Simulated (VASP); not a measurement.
Te:

```
Te
1.0
     2.30590    1.33131    1.69095
    -2.30590    1.33131    1.69095
     0.00000   -2.66263    1.69095
Te
1
Cartesian
  0.0000 0.0000 2.5364
```

Program: VASP 6.6.1. Alike in all runs: task single point; potentials or basis VASP PAW PBE potentials, release 64 (Te); cell as given.

Q: Order these runs on this cell by their pressure, lowest first.
A. level PBE0; spin non-collinear, zero start, SOC; k mesh 5 × 5 × 5; cutoff (eV) 400; smearing fermi-dirac 0.05 eV; grid for exact exchange (PRECFOCK) Normal; share of exact exchange 0.25
B. level PBE exchange alone; spin non-collinear, zero start, SOC; k mesh 9 × 9 × 9; cutoff (eV) 500; smearing tetrahedron
C. level BLYP; spin non-collinear, zero start, SOC; k mesh 9 × 9 × 9; cutoff (eV) 500; smearing methfessel-paxton 0.1 eV
D. level r2SCAN0+D3(BJ); spin off; k mesh 6 × 6 × 6; cutoff (eV) 440; smearing methfessel-paxton 0.1 eV; grid for exact exchange (PRECFOCK) Normal; share of exact exchange 0.25

A: D (-2.8 GPa), A (-0.6 GPa), C (7.7 GPa), B (13.0 GPa).

Caveats: some runs use coarse meshes; the PAW data sets were made with another functional, which shifts forces and pressure a little (at least some runs); the cell stands under pressure (at least some runs); three body term missing (at least some runs).
